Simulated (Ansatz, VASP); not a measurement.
## Sr in VASP and in Ansatz

```
CELL_PARAMETERS angstrom
4.55799 0.00000 0.00000
-2.27900 3.14817 0.00000
0.00000 0.00000 7.19975
ATOMIC_POSITIONS crystal
Sr 0.33333 0.66667 0.25000
Sr 0.66667 0.33333 0.75000
```

Change from the starting cell: strain +e along x and -e along y +0.1100, strain +e along z and -e/2 along x and y +0.0467.

Alike in both runs: task single point; functional PBEsol; k mesh 12 × 12 × 8; occupations gaussian, width 0.15 eV; no spin polarisation.

|  | VASP | Ansatz |
| --- | --- | --- |
| version | VASP 6.6.1 | Ansatz 0.2.0 |
| potentials or method | VASP PAW PBE potentials, release 64 (Sr_sv), cutoff 520 eV | scalar-relativistic, plane waves, PAW |
| valence electrons in the cell | 20 | 20 |

```csv
,VASP,Ansatz,Ansatz less VASP
gap on the k mesh at the Fermi level (eV),none,none,-
pressure (GPa),0.2,0.2,-0.01
"traceless stress, the component that is largest in VASP (GPa)",2.16,2.16,-0.002
rms of the force components (eV/Å),0.090,0.090,-0.0003
```

VASP's potentials were made for PBE, not for PBEsol. Atom by atom the forces differ by 0.000 eV/Å (rms over components). A gap of «none» marks a metal or a gap that the smearing closes. The functional is the same, so the differences come from potentials, cutoffs and numerics.
